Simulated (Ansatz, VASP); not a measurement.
One calculation of Tc12B, two programs

```xyz
13
Lattice="5.4800 0.0000 0.0000 -4.1100 7.1187 0.0000 0.0000 0.0000 4.3950" Properties=species:S:1:pos:R:3 pbc="T T T"
Tc   -0.0017   -0.0078   -0.0361
Tc    0.0200    1.6221    2.1525
Tc   -1.3551    2.3327   -0.0157
Tc   -1.3599    3.8693    2.1074
Tc   -2.8026    4.6685    0.0976
Tc   -2.8020    6.3986    2.0905
Tc    2.7367    0.0776    0.0948
Tc    2.7312    1.6155    2.2182
Tc    1.3552    2.3252    0.0486
Tc    1.3770    3.9548    2.2363
Tc    0.0671    4.6665    0.1098
Tc    0.0692    6.3959    2.1038
B    -1.3682    5.5352    3.2972
```

Alike in both runs: functional PBE; k mesh 2 × 2 × 2; occupations fermi-dirac, width 0.1 eV; no spin polarisation.

Ansatz relaxed the structure, and its values are those at the end. VASP's run is a single point on that final structure, the one shown.

|  | VASP | Ansatz |
| --- | --- | --- |
| version | VASP 6.6.1 | Ansatz 0.2.0 |
| potentials or method | VASP PAW PBE potentials, release 64 (Tc_pv, B), cutoff 520 eV | scalar-relativistic, plane waves, PAW |
| valence electrons in the cell | 159 | 183 |

VASP gave:

```
rms of the force components (eV/Å) : 0.025
```

Question: What did Ansatz give for the same quantities?

Answer: rms of the force components (eV/Å): 0.020.

VASP's potentials hold 159 valence electrons a cell and Ansatz's 183, so a difference there can come from the potentials and not from the codes.

The k mesh is coarse, so the values compare programs but aren't converged.
